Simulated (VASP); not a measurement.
Here is a VASP 6.6.1 calculation.

The input INCAR:

```
PREC = Accurate
ENCUT = 520
EDIFF = 1E-7
ISMEAR = -1
SIGMA = 0.05
LREAL = False
LASPH = True
NELM = 100
ALGO = Normal
ISIF = 2
LWAVE = False
LCHARG = True
GGA = B5
ALDAX = 1.0
AGGAX = 1.0
AGGAC = 1.0
ALDAC = 0.0
IVDW = 12
VDW_S6 = 1.0
VDW_S8 = 2.6996
VDW_A1 = 0.4298
VDW_A2 = 4.2359
LELF = True
LVHAR = True
NBANDS = 11
```

Contents of KPOINTS:

```
regular mesh
0
Gamma
  10 10 10
```

Contents of POSCAR:

```
AlN
1.0
    0.0000000000      2.1693354430      2.1693354430
    2.1693354430      0.0000000000      2.1693354430
    2.1693354430      2.1693354430      0.0000000000
Al N
1 1
Direct
    0.0000000000      0.0000000000      0.0000000000
    0.2500000000      0.2500000000      0.2500000000
```

Potentials or basis: VASP PAW PBE potentials, release 64 (Al, N).

Command:

```bash
$ cat potpaw_PBE.64/Al/POTCAR potpaw_PBE.64/N/POTCAR > POTCAR
$ mpirun -np 1 vasp_std > vasp.out
```

(1) What does it give for the pressure?

(2) What does it give for the band gap on the k mesh?

Results:

(1) 3.1 GPa.

(2) 3.68 eV, indirect (least direct gap 4.66 eV).

Caveat: the PAW data sets were made with another functional, which shifts forces and pressure a little.
